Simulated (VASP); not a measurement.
# SnTe2 (P4_2/mnm) in VASP: notebook, part 2 of 2

VASP 6.6.1. The steps go on from the part before.

## Step 4: Single point, PBE+D3(BJ)

INCAR

```
  PREC = Accurate
  ENCUT = 520
  EDIFF = 1E-6
  ISMEAR = -1
  SIGMA = 0.02
  LREAL = F
  LASPH = T
  NELM = 80
  ALGO = Normal
  ISIF = 2
  LWAVE = F
  LCHARG = F
  GGA = PE
  IVDW = 12
  NBANDS = 35
```

KPOINTS

```
Automatic mesh
0
Gamma
  4 4 4
```

POSCAR

```
SnTe2
1.0
    6.9585660197      0.0000000000      0.0000000000
    0.0000000000      6.9585660197      0.0000000000
    0.0000000000      0.0000000000      4.4179125098
Sn Te
2 4
Direct
    0.0000000000      0.0000000000      0.0000000000
    0.5000000000      0.5000000000      0.5000000000
    0.3023537661      0.3023537661      0.0000000000
    0.1976462339      0.8023537661      0.5000000000
    0.8023537661      0.1976462339      0.5000000000
    0.6976462339      0.6976462339      0.0000000000
```

Potentials or basis: VASP PAW PBE potentials, release 64 (Sn_d, Te).

Launch:

```
> cat potpaw_PBE.64/Sn_d/POTCAR potpaw_PBE.64/Te/POTCAR > POTCAR
> mpirun -np 1 vasp_std > vasp.out
```

OUTCAR:

```text
PREC = Accurate
   ENCUT = 520
   EDIFF = 1E-6
   ISMEAR = -1
   LREAL = F
   LASPH = T
   NELM = 80
   ISIF = 2
   GGA = PE
   IVDW = 12
 IVDW          = 12

 ion  position               nearest neighbor table
   1  0.000  0.000  0.000-   4 2.94   5 2.94   4 2.94   5 2.94   3 2.98   6 2.98
   2  0.500  0.500  0.500-   3 2.94   6 2.94   3 2.94   6 2.94   5 2.98   4 2.98
   3  0.302  0.302  0.000-   2 2.94   2 2.94   1 2.98
   4  0.198  0.802  0.500-   1 2.94   1 2.94   2 2.98
   5  0.802  0.198  0.500-   1 2.94   1 2.94   2 2.98
   6  0.698  0.698  0.000-   2 2.94   2 2.94   1 2.98

  LATTYP: Found a simple tetragonal cell.
 ALAT       =     6.9585660197
 C/A-ratio  =     0.6348883516

  Lattice vectors:

 A1 = (   6.9585660197,   0.0000000000,   0.0000000000)
 A2 = (   0.0000000000,   6.9585660197,   0.0000000000)
 A3 = (   0.0000000000,   0.0000000000,   4.4179125098)

Analysis of symmetry for initial positions (statically):
=====================================================================
 Subroutine PRICEL returns:
 Original cell was already a primitive cell.

 Routine SETGRP: Setting up the symmetry group for a
 simple tetragonal supercell.

 Subroutine GETGRP returns: Found 16 space group operations
 (whereof  8 operations were pure point group operations)
 out of a pool of 16 trial point group operations.

The static configuration has the point symmetry D_2h.
 The point group associated with its full space group is D_4h.

Analysis of symmetry for dynamics (positions and initial velocities):
=====================================================================
 Subroutine PRICEL returns:
 Original cell was already a primitive cell.

 Routine SETGRP: Setting up the symmetry group for a
 simple tetragonal supercell.
[... 123 lines left out ...]
   EFERMI_NEDOS =   21; number of points for ismear=-14 and -15
   IALGO  =     38    algorithm
   IMIX   =      4    mixing-type and parameters
     AMIX     =   0.40;   BMIX     =  1.00
     AMIX_MAG =   1.60;   BMIX_MAG =  1.00
  volume/ion in A,a.u.               =      35.65       240.60
  Fermi-wavevector in a.u.,A,eV,Ry     =   1.021701  1.930735 14.202748  1.043873
  Thomas-Fermi vector in A             =   2.155340
   LORBIT       =      0    0 simple, 1 ext, 2 COOP (PROOUT), +10 PAW based schemes
   GGA     = PE    functional components
   LHFCALC =     F    Hartree Fock is set to
   AEXX    =    0.0000 exact exchange contribution
   IVDW    =    12    specifies the selected vdW correction
   LEPSILON=     F    determine dielectric tensor
   LRPA    =     F    only Hartree local field effects (RPA)
 non-spin polarized calculation
  energy-cutoff  :      520.00
  volume of cell :      213.92
 maximum number of plane-waves:      5788
 NGX is ok and might be reduce to    54
   NGX = 25   NGY = 25   NGZ = 17

 number of electron      51.9999978 magnetization

 Free energy of the ion-electron system (eV)
  ---------------------------------------------------
  ext. energy  EPLUGINS =         0.00000000
  ---------------------------------------------------
  free energy    TOTEN  =       -19.66121109 eV

  energy without entropy =      -19.64915096  energy(sigma->0) =      -19.65518103

 E-fermi :   4.6831     XC(G=0):  -8.7556

 val. band max:        4.6826648216   @ k =   0.2500   0.0000   0.0000
 cond. band min:       4.6886294088   @ k =   0.5000   0.5000   0.5000
 fundamental gap:      0.0059645872
 Fermi energy:         4.6831446265

 k-point     1 :       0.0000    0.0000    0.0000
  band No.  band energies     occupation
      1     -16.9663      2.00000
      2     -16.9583      2.00000
      3     -16.9370      2.00000
      4     -16.9370      2.00000
      5     -16.9153      2.00000
      6     -16.9147      2.00000
[... 673 lines left out ...]
     34      10.1608      0.00000
     35      10.2230      0.00000

------------------------ aborting loop because EDIFF is reached ----------------------------------------

 Edisp (eV)   -2.18177

 E8    (eV) :    -1.0132

  FORCE on cell =-STRESS in cart. coord.  units (eV):
  Direction    XX          YY          ZZ          XY          YZ          ZX
  --------------------------------------------------------------------------------------
  -------------------------------------------------------------------------------------
  Total      -0.75175    -0.75175    -0.60989    -0.00000     0.00000     0.00000
  in kB      -5.63027    -5.63027    -4.56777    -0.00000     0.00000     0.00000
  external pressure =       -5.28 kB  Pullay stress =        0.00 kB

 VOLUME and BASIS-vectors are now :
 -----------------------------------------------------------------------------
  energy-cutoff  :      520.00
  volume of cell :      213.92
      direct lattice vectors                 reciprocal lattice vectors
     6.958566020  0.000000000  0.000000000     0.143707769  0.000000000  0.000000000
     0.000000000  6.958566020  0.000000000     0.000000000  0.143707769  0.000000000
     0.000000000  0.000000000  4.417912510     0.000000000  0.000000000  0.226351246

 POSITION                                       TOTAL-FORCE (eV/Angst)
 -----------------------------------------------------------------------------------
      0.00000      0.00000      0.00000         0.000000      0.000000     -0.000000
      3.47928      3.47928      2.20896         0.000000      0.000000     -0.000000
      2.10395      2.10395      0.00000        -0.102087     -0.102087      0.000000
      1.37533      5.58323      2.20896         0.102087     -0.102087     -0.000000
      5.58323      1.37533      2.20896        -0.102087      0.102087     -0.000000
      4.85462      4.85462      0.00000         0.102087      0.102087     -0.000000
 -----------------------------------------------------------------------------------
    total drift:                               -0.000000      0.000000      0.000000

  FREE ENERGIE OF THE ION-ELECTRON SYSTEM (eV)
  ---------------------------------------------------
  free  energy   TOTEN  =       -21.8429768804 eV

  energy  without entropy=      -21.8309167561  energy(sigma->0) =      -21.83694682
```

OSZICAR:

```text
N       E                     dE             d eps       ncg     rms          rms(c)
DAV:   1     0.439532459292E+03    0.43953E+03   -0.22235E+04  1266   0.152E+03
DAV:   2     0.449198764756E+02   -0.39461E+03   -0.38143E+03  1300   0.378E+02
DAV:   3    -0.163860161989E+02   -0.61306E+02   -0.59527E+02  1521   0.147E+02
DAV:   4    -0.197902333905E+02   -0.34042E+01   -0.33747E+01  1480   0.353E+01
DAV:   5    -0.199166128566E+02   -0.12638E+00   -0.12627E+00  1831   0.718E+00    0.798E+00
DAV:   6    -0.196625276790E+02    0.25409E+00   -0.58051E-01  1597   0.548E+00    0.582E+00
DAV:   7    -0.196640846292E+02   -0.15570E-02   -0.13792E-01  1591   0.154E+00    0.136E+00
DAV:   8    -0.196607534471E+02    0.33312E-02   -0.24140E-02  1543   0.102E+00    0.415E-01
DAV:   9    -0.196612759285E+02   -0.52248E-03   -0.38559E-03  1471   0.430E-01    0.105E-01
DAV:  10    -0.196611682143E+02    0.10771E-03   -0.50848E-04  1589   0.157E-01    0.402E-02
DAV:  11    -0.196612238811E+02   -0.55667E-04   -0.19668E-04  1577   0.667E-02    0.428E-02
DAV:  12    -0.196612114199E+02    0.12461E-04   -0.47585E-05  1487   0.402E-02    0.135E-02
DAV:  13    -0.196612110882E+02    0.33169E-06   -0.38878E-06  1281   0.962E-03
   1 F= -.21842977E+02 E0= -.21836947E+02  d E =-.120601E-01
```

stdout:

```text
POSCAR found type information on POSCAR SnTe
 POSCAR found :  2 types and       6 ions
 scaLAPACK will be used
 LDA part: xc-table for (Slater+PW92), standard interpolation
 POSCAR, INCAR and KPOINTS ok, starting setup
 FFT: planning ... GRIDC
 FFT: planning ... GRID_SOFT
 FFT: planning ... GRID
 WAVECAR not read
 entering main loop
```

Run time: 61 s. Hardware: 1 thread of Intel Xeon 6975P-C (Granite Rapids), shared host; peak memory 0.37 GiB.

Results:

* Free energy: -21.8430 eV
* Pressure: -0.5 GPa
* Largest force: 0.144 eV/Å
* Band gap on the k mesh: zero (band 26 reaches 4.71 eV, above the bottom of band 27 at 4.61 eV)
* Dispersion energy per atom: -0.364 eV

Forces on the atoms (eV/Å):
```
Sn   0.000  0.000  0.000
Sn   0.000  0.000  0.000
Te  -0.102 -0.102  0.000
Te   0.102 -0.102  0.000
Te  -0.102  0.102  0.000
Te   0.102  0.102  0.000
```

Levels at points of the mesh, in eV from the Fermi level:
```tsv
k point	band 24	band 25	band 26	band 27	band 28	band 29
(0.00, 0.00, 0.00)	-0.72	-0.01	-0.01	0.62	0.62	1.89
(0.50, 0.00, 0.00)	-0.54	-0.27	-0.27	0.22	0.22	2.56
(0.50, 0.50, 0.00)	-0.80	-0.80	-0.80	0.09	0.09	2.80
(0.00, 0.00, 0.50)	-1.24	-1.08	-1.08	0.37	0.37	4.52
(0.50, 0.00, 0.50)	-0.59	-0.36	-0.36	1.11	1.11	1.76
(0.50, 0.50, 0.50)	-0.65	-0.46	-0.46	0.01	0.01	3.61
```

Caveat: spin-orbit coupling is left out, which moves the levels of the heavy elements; pairwise dispersion overbinds metals, which lowers pressure and volume.

## Step 5: Single point, PBE

INCAR

```
PREC = Accurate
ENCUT = 520
EDIFF = 1E-6
ISMEAR = -1
SIGMA = 0.02
LREAL = False
LASPH = True
NELM = 60
ALGO = Normal
ISIF = 2
LWAVE = False
LCHARG = False
GGA = PE
NBANDS = 35
```

KPOINTS

```
regular mesh
0
Gamma
  5 5 5
```

POSCAR is that of step 4.

Potentials or basis: VASP PAW PBE potentials, release 64 (Sn_d, Te).

Launch:

```
> cat potpaw_PBE.64/Sn_d/POTCAR potpaw_PBE.64/Te/POTCAR > POTCAR
> mpirun -np 1 vasp_std > vasp.out
```

OUTCAR:

```text
PREC = Accurate
   ENCUT = 520
   EDIFF = 1E-6
   ISMEAR = -1
   LREAL = False
   LASPH = True
   NELM = 60
   ISIF = 2
   GGA = PE

 ion  position               nearest neighbor table
   1  0.000  0.000  0.000-   4 2.94   5 2.94   4 2.94   5 2.94   3 2.98   6 2.98
   2  0.500  0.500  0.500-   3 2.94   6 2.94   3 2.94   6 2.94   5 2.98   4 2.98
   3  0.302  0.302  0.000-   2 2.94   2 2.94   1 2.98
   4  0.198  0.802  0.500-   1 2.94   1 2.94   2 2.98
   5  0.802  0.198  0.500-   1 2.94   1 2.94   2 2.98
   6  0.698  0.698  0.000-   2 2.94   2 2.94   1 2.98

  LATTYP: Found a simple tetragonal cell.
 ALAT       =     6.9585660197
 C/A-ratio  =     0.6348883516

  Lattice vectors:

 A1 = (   6.9585660197,   0.0000000000,   0.0000000000)
 A2 = (   0.0000000000,   6.9585660197,   0.0000000000)
 A3 = (   0.0000000000,   0.0000000000,   4.4179125098)

Analysis of symmetry for initial positions (statically):
=====================================================================
 Subroutine PRICEL returns:
 Original cell was already a primitive cell.

 Routine SETGRP: Setting up the symmetry group for a
 simple tetragonal supercell.

 Subroutine GETGRP returns: Found 16 space group operations
 (whereof  8 operations were pure point group operations)
 out of a pool of 16 trial point group operations.

The static configuration has the point symmetry D_2h.
 The point group associated with its full space group is D_4h.

Analysis of symmetry for dynamics (positions and initial velocities):
=====================================================================
 Subroutine PRICEL returns:
 Original cell was already a primitive cell.

 Routine SETGRP: Setting up the symmetry group for a
 simple tetragonal supercell.

 Subroutine GETGRP returns: Found 16 space group operations
 (whereof  8 operations were pure point group operations)
 out of a pool of 16 trial point group operations.

[... 122 lines left out ...]
     AMIX_MAG =   1.60;   BMIX_MAG =  1.00
  volume/ion in A,a.u.               =      35.65       240.60
  Fermi-wavevector in a.u.,A,eV,Ry     =   1.021701  1.930735 14.202748  1.043873
  Thomas-Fermi vector in A             =   2.155340
   LORBIT       =      0    0 simple, 1 ext, 2 COOP (PROOUT), +10 PAW based schemes
   GGA     = PE    functional components
   LHFCALC =     F    Hartree Fock is set to
   AEXX    =    0.0000 exact exchange contribution
   IVDW    =     0    specifies the selected vdW correction
   LEPSILON=     F    determine dielectric tensor
   LRPA    =     F    only Hartree local field effects (RPA)
 non-spin polarized calculation
  energy-cutoff  :      520.00
  volume of cell :      213.92
 maximum number of plane-waves:      5781
 NGX is ok and might be reduce to    54
   NGX = 25   NGY = 25   NGZ = 17

 number of electron      51.9999978 magnetization

 Free energy of the ion-electron system (eV)
  ---------------------------------------------------
  ext. energy  EPLUGINS =         0.00000000
  ---------------------------------------------------
  free energy    TOTEN  =       -19.70279371 eV

  energy without entropy =      -19.69687813  energy(sigma->0) =      -19.69983592

 E-fermi :   4.6962     XC(G=0):  -8.7532

 val. band max:        4.6921715632   @ k =   0.2000   0.0000   0.0000
 cond. band min:       4.7080257625   @ k =   0.4000   0.4000   0.0000
 fundamental gap:      0.0158541993
 Fermi energy:         4.6961808954

 k-point     1 :       0.0000    0.0000    0.0000
  band No.  band energies     occupation
      1     -16.9942      2.00000
      2     -16.9863      2.00000
      3     -16.9628      2.00000
      4     -16.9628      2.00000
      5     -16.9423      2.00000
      6     -16.9410      2.00000
[... 673 lines left out ...]
     34      10.0804      0.00000
     35      10.2296      0.00000

------------------------ aborting loop because EDIFF is reached ----------------------------------------

  FORCE on cell =-STRESS in cart. coord.  units (eV):
  Direction    XX          YY          ZZ          XY          YZ          ZX
  --------------------------------------------------------------------------------------
  -------------------------------------------------------------------------------------
  Total        1.4843874      1.4843874      1.6452058     -0.0000000      0.0000000      0.0000000
  in kB       11.1173487     11.1173487     12.3218012     -0.0000000      0.0000000      0.0000000
  external PRESSURE =      11.5188329 kB  Pullay stress =       0.0000000 kB

 VOLUME and BASIS-vectors are now :
 -----------------------------------------------------------------------------
  energy-cutoff  :      520.00
  volume of cell :      213.92
      direct lattice vectors                 reciprocal lattice vectors
     6.958566020  0.000000000  0.000000000     0.143707769  0.000000000  0.000000000
     0.000000000  6.958566020  0.000000000     0.000000000  0.143707769  0.000000000
     0.000000000  0.000000000  4.417912510     0.000000000  0.000000000  0.226351246

 POSITION                                       TOTAL-FORCE (eV/Angst)
 -----------------------------------------------------------------------------------
      0.00000      0.00000      0.00000         0.000000      0.000000      0.000000
      3.47928      3.47928      2.20896         0.000000      0.000000      0.000000
      2.10395      2.10395      0.00000        -0.029320     -0.029320      0.000000
      1.37533      5.58323      2.20896         0.029320     -0.029320      0.000000
      5.58323      1.37533      2.20896        -0.029320      0.029320     -0.000000
      4.85462      4.85462      0.00000         0.029320      0.029320     -0.000000
 -----------------------------------------------------------------------------------
    total drift:                               -0.000000      0.000000      0.000000

  FREE ENERGIE OF THE ION-ELECTRON SYSTEM (eV)
  ---------------------------------------------------
  free  energy   TOTEN  =       -19.7027937133 eV

  energy  without entropy=      -19.6968781304  energy(sigma->0) =      -19.69983592
```

OSZICAR:

```text
N       E                     dE             d eps       ncg     rms          rms(c)
DAV:   1     0.434197646291E+03    0.43420E+03   -0.22192E+04  1260   0.151E+03
DAV:   2     0.423337295048E+02   -0.39186E+03   -0.37818E+03  1284   0.373E+02
DAV:   3    -0.165760506654E+02   -0.58910E+02   -0.57246E+02  1501   0.145E+02
DAV:   4    -0.198188443886E+02   -0.32428E+01   -0.32099E+01  1552   0.347E+01
DAV:   5    -0.199368268787E+02   -0.11798E+00   -0.11789E+00  1802   0.697E+00    0.808E+00
DAV:   6    -0.197123874440E+02    0.22444E+00   -0.44069E-01  1619   0.526E+00    0.572E+00
DAV:   7    -0.197075590636E+02    0.48284E-02   -0.19780E-01  1570   0.217E+00    0.845E-01
DAV:   8    -0.197020385359E+02    0.55205E-02   -0.32080E-02  1501   0.131E+00    0.456E-01
DAV:   9    -0.197027877922E+02   -0.74926E-03   -0.30327E-03  1581   0.331E-01    0.876E-02
DAV:  10    -0.197027525283E+02    0.35264E-04   -0.35287E-04  1627   0.136E-01    0.340E-02
DAV:  11    -0.197027926510E+02   -0.40123E-04   -0.74319E-05  1407   0.391E-02    0.102E-02
DAV:  12    -0.197027943441E+02   -0.16931E-05   -0.97537E-06  1561   0.217E-02    0.409E-03
DAV:  13    -0.197027937133E+02    0.63078E-06   -0.99871E-07   886   0.684E-03
   1 F= -.19702794E+02 E0= -.19699836E+02  d E =-.591558E-02
```

Wall time 62 s (1 thread of Intel Xeon 6975P-C (Granite Rapids), shared host); peak memory 0.37 GiB.

Results:

```yaml
Free_energy: -19.7028 eV
Pressure: 1.2 GPa
Largest_force: 0.041 eV/Å
Band_gap_on_the_k_mesh: zero (band 26 reaches 4.73 eV, above the bottom of band 27 at 4.71 eV)
```

Forces on the atoms (eV/Å):
```
Sn   0.000  0.000  0.000
Sn   0.000  0.000  0.000
Te  -0.029 -0.029  0.000
Te   0.029 -0.029  0.000
Te  -0.029  0.029  0.000
Te   0.029  0.029  0.000
```

Caveat: spin-orbit coupling is left out, which moves the levels of the heavy elements.

## Step 6: Summary

```tsv
level	k mesh	smearing	gap on the mesh (eV)	pressure (GPa)	largest force (eV/Å)
PBE	4 × 4 × 4	fermi-dirac 0.02 eV	none	1.2	0.13
PBE	4 × 4 × 4	methfessel-paxton 0.001 eV	none	1.3	0.13
PBE+D3(BJ)	4 × 4 × 4	fermi-dirac 0.02 eV	none	-0.5	0.14
PBE	5 × 5 × 5	fermi-dirac 0.02 eV	none	1.2	0.04
```

Alike in all rows: task single point; potentials or basis VASP PAW PBE potentials, release 64 (Sn_d, Te); no spin polarisation; cell as given; cutoff (eV) 520.

Every run on the cell as given and a fine mesh finds a metal. The pressure there spans -0.5 GPa (PBE+D3(BJ)) to 1.3 GPa (PBE); a positive pressure means that this level wants a larger cell, a negative one a smaller.

Caveats: spin-orbit coupling is left out, which moves the levels of the heavy elements; pairwise dispersion overbinds metals, which lowers pressure and volume (some runs).

Absolute energies hang on the potentials; compare differences alone.
